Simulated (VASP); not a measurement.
# Sn in VASP: further runs

The runs below take Sn through relaxation of cell and atoms, single point, with BLYP+D4, RPBE+D3(BJ), PBE.

Program: VASP 6.6.1. These are calculated values, not measurements. Logs are shortened: lines on timing, memory, paths and dates and some standing lists are left out, and cuts for length are marked.

### Step 1. The cell of the first run

It takes space group I4_1/amd (No. 141, tetragonal). The conventional cell has a = 5.880 Å, b = 5.880 Å, c = 3.199 Å, α = 90.00°, β = 90.00°, γ = 90.00°. Within 4.0 Å of Sn (site symmetry -4m2) lie 10 Sn at 3.05 to 3.79 Å.

### Step 2. Relaxation of cell and atoms, BLYP+D4

INCAR

```
SYSTEM = Sn
PREC = Accurate
ENCUT = 600
EDIFF = 1E-7
ISMEAR = -1
SIGMA = 0.05
LREAL = .False.
LASPH = .True.
NELM = 80
ALGO = Normal
ISIF = 3
LWAVE = .False.
LCHARG = .False.
GGA = B5
ALDAX = 1.0
AGGAX = 1.0
AGGAC = 1.0
ALDAC = 0.0
IVDW = 13
VDW_S6 = 1.0
VDW_S8 = 2.34076671
VDW_A1 = 0.44488865
VDW_A2 = 4.0933009
IBRION = 2
NSW = 80
EDIFFG = -0.005
```

KPOINTS

```
Automatic mesh
0
Gamma
  9 9 9
  0 0 0
```

POSCAR

```
Sn
1.0
   -2.9401404553      2.9401404553      1.5993019889
    2.9401404553     -2.9401404553      1.5993019889
    2.9401404553      2.9401404553     -1.5993019889
Sn
2
Direct
    0.0000000000      0.0000000000      0.0000000000
    0.7500000000      0.2500000000      0.5000000000
```

Potentials or basis: VASP PAW PBE potentials, release 64 (Sn_d).

On the command line:

```
$ cat potpaw_PBE.64/Sn_d/POTCAR > POTCAR
$ mpirun -np 1 vasp_std > vasp.out
```

OUTCAR:

```text
SYSTEM = Sn
   PREC = Accurate
   ENCUT = 600
   EDIFF = 1E-7
   ISMEAR = -1
   LREAL = .False.
   LASPH = .True.
   NELM = 80
   ISIF = 3
   GGA = B5
   IVDW = 13
   IBRION = 2
   NSW = 80
   EDIFFG = -0.005

 ion  position               nearest neighbor table
   1  0.000  0.000  0.000-   2 3.05   2 3.05   2 3.05   2 3.05
   2  0.750  0.250  0.500-   1 3.05   1 3.05   1 3.05   1 3.05

  LATTYP: Found a body centered tetragonal cell.
 ALAT       =     5.8802809106
 C/A-ratio  =     0.5439542815

  Lattice vectors:

 A1 = (  -2.9401404553,   2.9401404553,   1.5993019889)
 A2 = (   2.9401404553,  -2.9401404553,   1.5993019889)
 A3 = (   2.9401404553,   2.9401404553,  -1.5993019889)

Analysis of symmetry for initial positions (statically):
=====================================================================
 Subroutine PRICEL returns:
 Original cell was already a primitive cell.

 Routine SETGRP: Setting up the symmetry group for a
 body centered tetragonal supercell.

 Subroutine GETGRP returns: Found 16 space group operations
 (whereof  8 operations were pure point group operations)
 out of a pool of 16 trial point group operations.

The static configuration has the point symmetry D_2d.
 The point group associated with its full space group is D_4h.

Analysis of symmetry for dynamics (positions and initial velocities):
=====================================================================
 Subroutine PRICEL returns:
 Original cell was already a primitive cell.

 Routine SETGRP: Setting up the symmetry group for a
 body centered tetragonal supercell.

 Subroutine GETGRP returns: Found 16 space group operations
 (whereof  8 operations were pure point group operations)
 out of a pool of 16 trial point group operations.

The dynamic configuration has the point symmetry D_2d.
 The point group associated with its full space group is D_4h.

 Subroutine INISYM returns: Found 16 space group operations
 (whereof  8 operations are pure point group operations),
 and found     1 'primitive' translations

----------------------------------------------------------------------------------------

                                     Primitive cell

  volume of cell :      55.3002

  direct lattice vectors                    reciprocal lattice vectors
    -2.940140455  2.940140455  1.599301989     0.000000000  0.170059903  0.312636390
     2.940140455 -2.940140455  1.599301989     0.170059903  0.000000000  0.312636390
     2.940140455  2.940140455 -1.599301989     0.170059903  0.170059903  0.000000000

  length of vectors
     4.454954393  4.454954393  4.454954393     0.355895888  0.355895888  0.240501021

  position of ions in fractional coordinates (direct lattice)
     0.000000000  0.000000000  0.000000000
     0.750000000  0.250000000  0.500000000

  ion indices of the primitive-cell ions
   primitive index   ion index
                 1           1
                 2           2

----------------------------------------------------------------------------------------

 KPOINTS: Automatic mesh

Automatic generation of k-mesh.
 Grid dimensions read from file:
 generate k-points for:    9    9    9

 Generating k-lattice:

  Cartesian coordinates                     Fractional coordinates (reciprocal lattice)
     0.000000000  0.018895545  0.034737377     0.111111111 -0.000000000  0.000000000
     0.018895545  0.000000000  0.034737377    -0.000000000  0.111111111  0.000000000
     0.018895545  0.018895545  0.000000000     0.000000000  0.000000000  0.111111111

  Length of vectors
     0.039543988  0.039543988  0.026722336

  Shift w.r.t. Gamma in fractional coordinates (k-lattice)
     0.000000000  0.000000000  0.000000000

 Subroutine IBZKPT returns following result:
 ===========================================

 Found     75 irreducible k-points:

 Following reciprocal coordinates:
            Coordinates               Weight
  0.000000  0.000000  0.000000      1.000000
  0.111111 -0.000000  0.000000      8.000000
  0.222222 -0.000000  0.000000      8.000000
  0.333333 -0.000000  0.000000      8.000000
  0.444444 -0.000000  0.000000      8.000000
  0.111111  0.111111  0.000000      8.000000
[... 16 lines left out ...]
 -0.333333  0.333333  0.000000      4.000000
  0.444444  0.444444 -0.000000      8.000000
 [... further k-points ...]
   k-points           NKPTS =     75   k-points in BZ     NKDIM =     75   number of bands    NBANDS=     18
   number of dos      NEDOS =    301   number of ions     NIONS =      2
   total plane-waves  NPLWV =  46656
   dimension x,y,z NGX =    36 NGY =   36 NGZ =   36
   dimension x,y,z NGXF=    72 NGYF=   72 NGZF=   72
   ions per type =               2
   NGX,Y,Z   is equivalent  to a cutoff of  13.43, 13.43, 13.43 a.u.
   NGXF,Y,Z  is equivalent  to a cutoff of  26.87, 26.87, 26.87 a.u.
 SYSTEM =  Sn
   PREC   = accura    normal or accurate (medium, high low for compatibility)
   ISTART =      0    job   : 0-new  1-cont  2-samecut
   ICHARG =      2    charge: 1-file 2-atom 10-const
   ISPIN  =      1    spin polarized calculation?
   LNONCOLLINEAR =      F non collinear calculations
   LSORBIT =      F    spin-orbit coupling
   LASPH  =      T    aspherical Exc in radial PAW
   ENCUT  =  600.0 eV  44.10 Ry    6.64 a.u.   8.90  8.90  8.90*2*pi/ulx,y,z
   NELM   =     80;   NELMIN=  2; NELMDL= -5     # of ELM steps
   EDIFF  = 0.1E-06   stopping-criterion for ELM
   LREAL  =      F    real-space projection
   EDIFFG = -.5E-02   stopping-criterion for IOM
   NSW    =     80    number of steps for IOM
   IBRION =      2    ionic relax: 0-MD 1-quasi-New 2-CG
   NFREE  =      1    steps in history (QN), initial steepest desc. (CG)
   ISIF   =      3    stress and relaxation
   ISYM   =      2    0-nonsym 1-usesym 2-fastsym
   POTIM  = 0.5000    time-step for ionic-motion
   TEBEG  =    0.0;   TEEND  =   0.0 temperature during run
   PSTRESS=    0.0 pullay stress
   NELECT =      28.0000    total number of electrons
   NUPDOWN=      -1.0000    fix difference up-down
   EMIN   =  10.00;   EMAX   =-10.00  energy-range for DOS
   EFERMI =   0.00;   METHOD = LEGACY
   ISMEAR =    -1;   SIGMA  =   0.05  broadening in eV -4-tet -1-fermi 0-gaus
   EFERMI_NEDOS =   21; number of points for ismear=-14 and -15
   IALGO  =     38    algorithm
   IMIX   =      4    mixing-type and parameters
     AMIX     =   0.40;   BMIX     =  1.00
     AMIX_MAG =   1.60;   BMIX_MAG =  1.00
  volume/ion in A,a.u.               =      27.65       186.59
  Fermi-wavevector in a.u.,A,eV,Ry     =   1.304824  2.465760 23.164816  1.702566
  Thomas-Fermi vector in A             =   2.435734
   LORBIT       =      0    0 simple, 1 ext, 2 COOP (PROOUT), +10 PAW based schemes
   GGA     = B5    functional components
   LHFCALC =     F    Hartree Fock is set to
   AEXX    =    0.0000 exact exchange contribution
   IVDW    =    13    specifies the selected vdW correction
   LEPSILON=     F    determine dielectric tensor
   LRPA    =     F    only Hartree local field effects (RPA)
 conjugate gradient relaxation of ions
 non-spin polarized calculation
  energy-cutoff  :      600.00
  volume of cell :       55.30
 maximum number of plane-waves:      1880
   NGX = 17   NGY = 17   NGZ = 17

--------------------------------------- Ionic step        1  -------------------------------------------

 number of electron      27.9999990 magnetization

 Free energy of the ion-electron system (eV)
  ---------------------------------------------------
  ext. energy  EPLUGINS =         0.00000000
  ---------------------------------------------------
  free energy    TOTEN  =        -5.93503999 eV

  energy without entropy =       -5.92804854  energy(sigma->0) =       -5.93154426

------------------------ aborting loop because EDIFF is reached ----------------------------------------

  DFT-D4 for vdW energy calculation

  Edisp (eV):   -1.57155

  FORCE on cell =-STRESS in cart. coord.  units (eV):
  Direction    XX          YY          ZZ          XY          YZ          ZX
  --------------------------------------------------------------------------------------
  -------------------------------------------------------------------------------------
  Total       0.53775     0.53775     0.39300     0.00000     0.00000     0.00000
  in kB      15.57976    15.57976    11.38605     0.00000     0.00000     0.00000
  external pressure =       14.18 kB  Pullay stress =        0.00 kB

 VOLUME and BASIS-vectors are now :
 -----------------------------------------------------------------------------
  energy-cutoff  :      600.00
  volume of cell :       55.30
      direct lattice vectors                 reciprocal lattice vectors
    -2.940140455  2.940140455  1.599301989     0.000000000  0.170059903  0.312636390
     2.940140455 -2.940140455  1.599301989     0.170059903  0.000000000  0.312636390
     2.940140455  2.940140455 -1.599301989     0.170059903  0.170059903  0.000000000
[... 121 lines left out ...]
 POSITION                                       TOTAL-FORCE (eV/Angst)
 -----------------------------------------------------------------------------------
      0.00000     -0.00000      0.00000         0.000000      0.000000      0.000000
      0.00000      2.96973      0.80553        -0.000000     -0.000000     -0.000000
 -----------------------------------------------------------------------------------
    total drift:                               -0.000000      0.000000     -0.000000

  FREE ENERGIE OF THE ION-ELECTRON SYSTEM (eV)
  ---------------------------------------------------
  free  energy   TOTEN  =        -7.5134879092 eV

  energy  without entropy=       -7.5063706194  energy(sigma->0) =       -7.50992926

--------------------------------------- Ionic step        5  -------------------------------------------

 number of electron      27.9999991 magnetization

 Free energy of the ion-electron system (eV)
  ---------------------------------------------------
  ext. energy  EPLUGINS =         0.00000000
  ---------------------------------------------------
  free energy    TOTEN  =        -5.98253988 eV

  energy without entropy =       -5.97539134  energy(sigma->0) =       -5.97896561

 E-fermi :   7.8956     XC(G=0):  -9.4587

 val. band max:        7.8353477412   @ k =  -0.1111  -0.2222   0.1111
 cond. band min:       7.9011244736   @ k =   0.4444   0.3333   0.0000
 fundamental gap:      0.0657767324
 Fermi energy:         7.8955664168

 k-point     1 :       0.0000    0.0000    0.0000
  band No.  band energies     occupation
      1     -13.6797      2.00000
      2     -13.6134      2.00000
      3     -13.5632      2.00000
      4     -13.5619      2.00000
      5     -13.4260      2.00000
      6     -13.4260      2.00000
[... 10 lines left out ...]
     17      13.7292      0.00000
     18      14.3344      0.00000
[... 463 lines left out ...]
 k-point    24 :       0.4444    0.4444   -0.0000
  band No.  band energies     occupation
      1     -13.5945      2.00000
      2     -13.5938      2.00000
      3     -13.5369      2.00000
      4     -13.5348      2.00000
      5     -13.4496      2.00000
      6     -13.4435      2.00000
[... 10 lines left out ...]
     17      11.7301      0.00000
     18      12.5321      0.00000

 [... further k-points ...]

------------------------ aborting loop because EDIFF is reached ----------------------------------------

  DFT-D4 for vdW energy calculation

  Edisp (eV):   -1.53095

  FORCE on cell =-STRESS in cart. coord.  units (eV):
  Direction    XX          YY          ZZ          XY          YZ          ZX
  --------------------------------------------------------------------------------------
  -------------------------------------------------------------------------------------
  Total       0.00951     0.00951    -0.00005     0.00000     0.00000     0.00000
  in kB       0.26809     0.26809    -0.00140     0.00000     0.00000     0.00000
  external pressure =        0.18 kB  Pullay stress =        0.00 kB

 VOLUME and BASIS-vectors are now :
 -----------------------------------------------------------------------------
  energy-cutoff  :      600.00
  volume of cell :       56.83
      direct lattice vectors                 reciprocal lattice vectors
    -2.970135780  2.970135780  1.610510963     0.000000000  0.168342472  0.310460476
     2.970135780 -2.970135780  1.610510963     0.168342472  0.000000000  0.310460476
     2.970135780  2.970135780 -1.610510963     0.168342472  0.168342472  0.000000000

 POSITION                                       TOTAL-FORCE (eV/Angst)
 -----------------------------------------------------------------------------------
      0.00000     -0.00000      0.00000        -0.000000      0.000000     -0.000000
     -0.00000      2.97014      0.80526         0.000000     -0.000000      0.000000
 -----------------------------------------------------------------------------------
    total drift:                               -0.000000      0.000000     -0.000000

  FREE ENERGIE OF THE ION-ELECTRON SYSTEM (eV)
  ---------------------------------------------------
  free  energy   TOTEN  =        -7.5134925494 eV

  energy  without entropy=       -7.5063440057  energy(sigma->0) =       -7.50991828

 reached required accuracy - stopping structural energy minimisation
```

It took 5.3 min on 1 thread of Intel Xeon Platinum 8259CL at 2.50GHz (Skylake/Cascade Lake), shared host; peak memory 0.26 GiB.

Results:

```
Free energy                           : -7.5135 eV
Relaxed volume                        : 28.41 Å³/atom
Relaxed cell                          : a = 4.499 Å, b = 4.499 Å, c = 4.499 Å, α = 97.36°, β = 97.36°, γ = 138.04°
Space group after relaxing (to 0.1 Å) : I4_1/amd (No. 141)
Energy gained by relaxing             : 3.5 meV/atom
Ionic steps                           : 5
Pressure after relaxing               : 0.0 GPa
Band gap on the k mesh                : zero (bands 14 and 15 overlap by 3.72 eV)
Dispersion energy per atom            : -0.765 eV
```

Step by step:
| step | energy change (eV) | largest force (eV/Å) | pressure (GPa) | volume (Å³) |
| --- | --- | --- | --- | --- |
| 1 | 0.0000 | 0.0000 | 1.42 | 55.30 |
| 2 | -0.0065 | 0.0000 | -0.35 | 57.28 |
| 3 | -0.0069 | 0.0000 | -0.01 | 56.87 |
| 4 | -0.0069 | 0.0000 | 0.02 | 56.83 |
| 5 | -0.0069 | 0.0000 | 0.02 | 56.83 |

Final structure:
```yaml
crystal:
  lattice:
    - [-2.97014, 2.97014, 1.61051]
    - [2.97014, -2.97014, 1.61051]
    - [2.97014, 2.97014, -1.61051]
  atoms:
    - { symbol: Sn, position: [0.00000, 0.00000, 0.00000] }
    - { symbol: Sn, position: [0.75000, 0.25000, 0.50000] }
```

Levels at points of the mesh, in eV from the Fermi level:
| k point | band 10 | band 11 | band 12 | band 13 | band 14 | band 15 | band 16 | band 17 | band 18 |
| --- | --- | --- | --- | --- | --- | --- | --- | --- | --- |
| (0.00, 0.00, 0.00) | -21.14 | -10.81 | -4.00 | -1.87 | -1.87 | 3.43 | 5.83 | 5.83 | 6.44 |

Caveat: the PAW data sets were made with another functional, which shifts forces and pressure a little; spin-orbit coupling is left out, which moves the levels of the heavy elements.

### Step 3. Relaxation of cell and atoms, RPBE+D3(BJ)

INCAR

```
PREC = Accurate
ENCUT = 600
EDIFF = 1E-7
ISMEAR = -1
SIGMA = 0.05
LREAL = False
LASPH = True
NELM = 60
ALGO = Normal
ISIF = 3
LWAVE = False
LCHARG = False
GGA = RP
IVDW = 12
IBRION = 2
NSW = 80
EDIFFG = -0.01
```

KPOINTS

```
regular mesh
0
Gamma
  9 9 9
```

POSCAR is that of step 2.

Potentials or basis: VASP PAW PBE potentials, release 64 (Sn_d).

On the command line:

```
$ cat potpaw_PBE.64/Sn_d/POTCAR > POTCAR
$ mpirun -np 1 vasp_std > vasp.out
```

It took 7.7 min on 1 thread of Intel Xeon Platinum 8259CL at 2.50GHz (Skylake/Cascade Lake), shared host; peak memory 0.27 GiB.

Results (log left out):

```yaml
Free_energy: -11.3831 eV
Relaxed_volume: 21.90 Å³/atom
Relaxed_cell: a = 4.140 Å, b = 4.140 Å, c = 4.140 Å, α = 97.14°, β = 97.14°, γ = 138.72°
Space_group_after_relaxing_to_0.1_Å: I4_1/amd (No. 141)
Energy_gained_by_relaxing: 314.5 meV/atom
Ionic_steps: 8
Pressure_after_relaxing: 0.0 GPa
Band_gap_on_the_k_mesh: zero (bands 14 and 15 overlap by 5.18 eV)
Dispersion_energy_per_atom: -2.696 eV
```

The path:
```csv
step,energy change (eV),largest force (eV/Å),pressure (GPa),volume (Å³)
1,0.0000,0.0000,-13.79,55.30
2,-0.3427,0.0000,19.02,38.35
3,-0.6264,0.0000,-0.35,43.94
4,-0.6266,0.0000,0.15,43.73
5,-0.6289,0.0000,0.19,43.73
6,-0.6289,0.0000,0.19,43.73
7,-0.6289,0.0000,-0.17,43.88
8,-0.6289,0.0000,0.01,43.80
```

Final structure:
```
Sn
1.0
    -2.73933    2.73933    1.45927
     2.73933   -2.73933    1.45927
     2.73933    2.73933   -1.45927
Sn
2
Direct
  0.00000 0.00000 0.00000
  0.75000 0.25000 0.50000
```

Levels at points of the mesh, in eV from the Fermi level:
| k point | band 12 | band 13 | band 14 | band 15 | band 16 | band 17 |
| --- | --- | --- | --- | --- | --- | --- |
| (0.00, 0.00, 0.00) | -3.21 | -2.78 | -2.78 | 2.43 | 7.06 | 7.06 |

Caveat: the volume moved by over 15 % at a fixed basis, so the end points are rough; the PAW data sets were made with another functional, which shifts forces and pressure a little; spin-orbit coupling is left out, which moves the levels of the heavy elements.

### Step 4. Single point, BLYP+D4

INCAR

```
SYSTEM = Sn
PREC = Accurate
ENCUT = 500
EDIFF = 1E-6
ISMEAR = 1
SIGMA = 0.15
LREAL = .False.
LASPH = .True.
NELM = 120
ALGO = Normal
ISIF = 2
LWAVE = .False.
LCHARG = .True.
GGA = B5
ALDAX = 1.0
AGGAX = 1.0
AGGAC = 1.0
ALDAC = 0.0
IVDW = 13
VDW_S6 = 1.0
VDW_S8 = 2.34076671
VDW_A1 = 0.44488865
VDW_A2 = 4.0933009
LELF = .True.
LVHAR = .True.
NBANDS = 21
GGA_COMPAT = .False.
```

KPOINTS

```
regular mesh
0
Gamma
  9 9 9
  0 0 0
```

POSCAR

```
Sn
1.0
   -2.9401404550      2.9401404550      1.5993019900
    2.9401404550     -2.9401404550      1.5993019900
    2.9401404550      2.9401404550     -1.5993019900
Sn
2
Direct
    0.0000000000      1.0000000000      0.0000000000
    0.7500000000      0.2500000000      0.5000000000
```

On the command line:

```
$ cat potpaw_PBE.64/Sn_d/POTCAR > POTCAR
$ mpirun -np 1 vasp_std > vasp.out
```

It took 45 s on 1 thread of Intel Xeon Platinum 8375C at 2.90GHz (Ice Lake), shared host; peak memory 0.21 GiB.

The run converged. Its results:

| Quantity | Value |
| --- | --- |
| Free energy | -7.5015 eV |
| Pressure | 1.3 GPa |
| Band gap on the k mesh | zero (bands 14 and 15 overlap by 3.86 eV) |
| Dispersion energy per atom | -0.786 eV |

Stress tensor (GPa, compression positive):
```
1.44 0.00 0.00
0.00 1.44 0.00
0.00 0.00 1.09
```

Levels at points of the mesh, in eV from the Fermi level:
```csv
k point,band 12,band 13,band 14,band 15,band 16,band 17
"(0.00, 0.00, 0.00)",-3.90,-1.94,-1.94,3.39,5.99,5.99
```

Caveat: the PAW data sets were made with another functional, which shifts forces and pressure a little; spin-orbit coupling is left out, which moves the levels of the heavy elements.

(Part 1 of 2 ends here.)
